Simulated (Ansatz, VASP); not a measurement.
Ti: VASP beside Ansatz

INCAR

```
PREC     = Accurate       # precision mode
ENCUT    = 520            # plane-wave cutoff, eV
EDIFF    = 1E-6           # SCF threshold, eV
ISMEAR   = -1             # smearing method
SIGMA    = 0.05           # smearing width, eV
LREAL    = F              # projectors in reciprocal space
LASPH    = T              # aspherical terms in the spheres
NELM     = 80             # most SCF steps
ALGO     = Normal         # electronic algorithm
ISIF     = 2              # what is computed and relaxed
LWAVE    = F              # write WAVECAR
LCHARG   = F              # write CHGCAR
NBANDS   = 12             # bands
```

The input KPOINTS:

```
regular mesh
0
Gamma
  11 11 11
```

Contents of POSCAR:

```
Ti
1.0
   -1.6731846416      1.6731846416      1.6731846416
    1.6731846416     -1.6731846416      1.6731846416
    1.6731846416      1.6731846416     -1.6731846416
Ti
1
Direct
    0.0000000000      0.0000000000      0.0000000000
```

Contents of input.yaml:

```yaml
crystal:
  lattice:
    - [-1.6731846416, 1.6731846416, 1.6731846416]
    - [1.6731846416, -1.6731846416, 1.6731846416]
    - [1.6731846416, 1.6731846416, -1.6731846416]
  atoms:
    - { symbol: Ti, position: [0.0, 0.0, 0.0] }
hamiltonian:
  xc: lda
  pseudopotentials: { kind: paw }
kpoints:
  mp_grid: { grid: [11, 11, 11] }
scf:
  occupations: { method: fermi_dirac, width: 0.05 }
output:
  forces: true
  stress: true
  eigenvalues: true
```

Alike in both runs: task single point; functional LDA; k mesh 11 × 11 × 11; occupations fermi-dirac, width 0.05 eV; no spin polarisation.

```csv
,VASP,Ansatz
version,VASP 6.6.1,Ansatz 0.2.0
potentials or method,"VASP PAW LDA potentials, release 64 (Ti_sv)",Ansatz PAW
plane-wave cutoff (eV),520,420
valence electrons in the cell,12,12
```

```tsv
	VASP	Ansatz	Ansatz less VASP
gap on the k mesh at the Fermi level (eV)	none	none	-
pressure (GPa)	-15.1	-15.1	-0.01
```

LDA's correlation is that of Perdew and Zunger in VASP and of Perdew and Wang (1992) in Ansatz. A gap of «none» marks a metal or a gap that the smearing closes.
